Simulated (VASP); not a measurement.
Input of a VASP 6.6.1 run:

Contents of INCAR:

```
ALGO = Normal
EDIFF = 1E-6
ENCUT = 420
GGA = PE
GGA_COMPAT = False
ISIF = 2
ISMEAR = -1
LASPH = True
LCHARG = True
LELF = True
LREAL = False
LVHAR = True
LWAVE = False
NBANDS = 128
NELM = 120
PREC = Accurate
SIGMA = 0.5
```

The input KPOINTS:

```
k-points
0
Gamma
  4 4 2
```

File POSCAR:

```
BRu16
1.0
    5.4830553700      0.0000000600      0.0000000000
   -2.7415277300      4.7484652100      0.0000000000
    0.0000000000      0.0000000000      8.7086425000
Ru B
16 1
Direct
    0.1659008348      0.3336035793      0.1256686102
    0.3145742783      0.1292331214      0.3682821978
    0.1642140055      0.3327609912      0.6264544675
    0.3358825016      0.1717674962      0.8765235225
    0.1671271629      0.8341956432      0.1136219566
    0.3146059185      0.6866662884      0.3682935658
    0.1671069187      0.8341956432      0.6361710221
    0.3359048610      0.6653994165      0.8765268525
    0.6676837828      0.3336286336      0.1256836528
    0.8337681340      0.1675433882      0.3759700780
    0.6685204860      0.3327742523      0.6264480371
    0.8337723354      0.1675802422      0.8783774279
    0.6677134536      0.8354381436      0.1256484004
    0.8722206965      0.6868139080      0.3682587728
    0.6685499329      0.8371260574      0.6264804187
    0.8295106818      0.6654118353      0.8765286897
    0.5005887302      0.5008512993      0.4400185218
```

Potentials or basis: VASP PAW PBE potentials, release 64 (Ru_pv, B).

Run with:

```console
$ cat potpaw_PBE.64/Ru_pv/POTCAR potpaw_PBE.64/B/POTCAR > POTCAR
$ mpirun -np 1 vasp_std > vasp.out
```

Estimate the band gap on the k mesh.

zero (an odd number of electrons rules out a gap without spin polarisation).

Estimate the pressure.

11.8 GPa.

Predict the largest force.

4.084 eV/Å.

Stress tensor (GPa, compression positive):
```
14.36  0.01 -0.01
 0.01 14.38 -0.01
-0.01 -0.01  6.53
```

Caveat: the k points lie up to 0.36 Å⁻¹ apart, too coarse for converged energies and pressures of a metal; so wide a smearing shifts energies and pressures.
